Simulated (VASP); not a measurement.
A run of VASP 6.6.1:

The input INCAR:

```
SYSTEM = Ca
  ALGO = Normal
  EDIFF = 1E-6
  ENCUT = 520
  GGA = CA
  ISIF = 2
  ISMEAR = -1
  LASPH = .True.
  LCHARG = .True.
  LELF = .True.
  LREAL = .False.
  LVHAR = .True.
  LWAVE = .False.
  NBANDS = 11
  NELM = 80
  PREC = Accurate
  SIGMA = 0.08
```

Contents of KPOINTS:

```
k-points
0
Gamma
  12 12 12
  0 0 0
```

Contents of POSCAR:

```
Ca
1.0
    0.0000000000      2.1887876501      2.1887876501
    2.1887876501      0.0000000000      2.1887876501
    2.1887876501      2.1887876501      0.0000000000
Ca
1
Direct
    0.0000000000      0.0000000000      0.0000000000
```

Potentials or basis: VASP PAW LDA potentials, release 64 (Ca_sv).

Command:

```bash
$ cat potpaw_LDA.64/Ca_sv/POTCAR > POTCAR
$ mpirun -np 1 vasp_std > vasp.out
```

Hardware: 1 thread of AMD EPYC 9R45 96-Core Processor (Zen 5), with other jobs on the host.

Task: How long does it take, and how much memory?

Result: Run time: 6.9 s on 1 thread of AMD EPYC 9R45 96-Core Processor (Zen 5), on a shared host, peak memory 0.11 GiB. Counts: scf iterations 10, k points 72.
